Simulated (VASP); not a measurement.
CO2:

```
C O
1.0
     4.34600    0.00000    0.00000
     0.00000    4.34600    0.00000
     0.00000    0.00000    4.68986
C O
2 4
Direct
  0.50000 0.50000 0.50000
  0.00000 0.00000 0.00000
  0.31181 0.68819 0.50000
  0.68819 0.31181 0.50000
  0.18819 0.18819 0.00000
  0.81181 0.81181 0.00000
```

* Program: VASP 6.6.1
* Task: relaxation of shape and atoms at fixed volume
* Functional: PBE
* Dispersion: D3(BJ)
* Potentials or basis: VASP PAW PBE potentials, release 64 (C, O)
* Cutoff: 600 eV
* k mesh: 6 × 6 × 6
* Occupations: gaussian, width 0.02 eV
* Spin: no spin polarisation

At the start: pressure 5.4 GPa; volume 14.76 Å³/atom.

Question: Where does the relaxation end?

Answer: Over 4 steps the energy falls by 11.2 meV/atom; space group P4_2/mnm (No. 136, to 0.1 Å) before and after.

The path:
```
step  energy change (eV)  largest force (eV/Å)  pressure (GPa)  volume (Å³)
   1              0.0000                1.9488            5.39        88.58
   2              1.3429                6.8987          -20.36        88.58
   3             -0.0673                0.0997           -0.20        88.58
   4             -0.0675                0.0084            0.05        88.58
```

Final structure:
```
C O
1.0
     4.35416    0.00000    0.00000
     0.00000    4.35416    0.00000
     0.00000    0.00000    4.67231
C O
2 4
Cartesian
  2.1771 2.1771 2.3362
  0.0000 0.0000 0.0000
  1.3466 3.0075 2.3362
  3.0075 1.3466 2.3362
  0.8305 0.8305 0.0000
  3.5237 3.5237 0.0000
```

Where two steps share one volume, the run began anew on that cell with a basis built for it.
